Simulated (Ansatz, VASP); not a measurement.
**H: VASP beside Ansatz**

Contents of INCAR:

```
  ALGO = Normal
  EDIFF = 1E-6
  ENCUT = 500
  GGA = PS
  GGA_COMPAT = False
  ISIF = 2
  ISMEAR = 0
  LASPH = True
  LCHARG = False
  LREAL = False
  LWAVE = False
  NBANDS = 10
  NELM = 120
  PREC = Accurate
  SIGMA = 0.05
```

File KPOINTS:

```
k-points
0
Gamma
  9 9 6
```

POSCAR

```
H
1.0
    3.8401304226      0.0000000000      0.0000000000
   -1.9200652113      3.3256504998      0.1039265781
    0.0000000000      0.1577081734      5.0466615500
H
4
Direct
    0.3333333333      0.6666666667      0.1764958800
    0.6666666667      0.3333333333      0.6764958800
    0.6666666667      0.3333333333      0.8235041200
    0.3333333333      0.6666666667      0.3235041200
```

Input for Ansatz:

```yaml
crystal:
  lattice:
    - [3.8401304226, 0.0, 0.0]
    - [-1.9200652113, 3.3256504998, 0.1039265781]
    - [0.0, 0.1577081734, 5.04666155]
  atoms:
    - { symbol: H, position: [0.3333333333, 0.6666666667, 0.17649588] }
    - { symbol: H, position: [0.6666666667, 0.3333333333, 0.67649588] }
    - { symbol: H, position: [0.6666666667, 0.3333333333, 0.82350412] }
    - { symbol: H, position: [0.3333333333, 0.6666666667, 0.32350412] }
basis:
  ecutwfc: 420
kpoints:
  mp_grid: { grid: [9, 9, 6] }
hamiltonian:
  xc: pbesol
scf:
  occupations: { method: gaussian, width: 0.05 }
output:
  forces: true
  stress: true
  eigenvalues: true
```

Change from the starting cell: strain +0.0625 x Voigt [0, 0, 0, 1, 0, 0], atoms carried along.

Alike in both runs: task single point; functional PBEsol; k mesh 9 × 9 × 6; occupations gaussian, width 0.05 eV; no spin polarisation.

|  | VASP | Ansatz |
| --- | --- | --- |
| version | VASP 6.6.1 | Ansatz 0.2.0 |
| potentials or method | VASP PAW PBE potentials, release 64 (H), cutoff 500 eV | scalar-relativistic, plane waves, PAW |
| valence electrons in the cell | 4 | 4 |

|  | VASP | Ansatz | Ansatz less VASP |
| --- | --- | --- | --- |
| gap on the k mesh at the Fermi level (eV) | 9.32 | 9.32 | +0.002 |
| least direct gap on the mesh (eV) | 9.32 | 9.32 | +0.002 |
| pressure (GPa) | 0.5 | 0.7 | +0.18 |
| traceless stress, the component that is largest in VASP (GPa) | 1.42 | 1.45 | +0.022 |
| rms of the force components (eV/Å) | 0.343 | 0.341 | -0.0022 |

VASP's potentials were made for PBE, not for PBEsol. Atom by atom the forces differ by 0.002 eV/Å (rms over components). With one functional, cell and mesh, what is left measures potentials, basis and numerics.
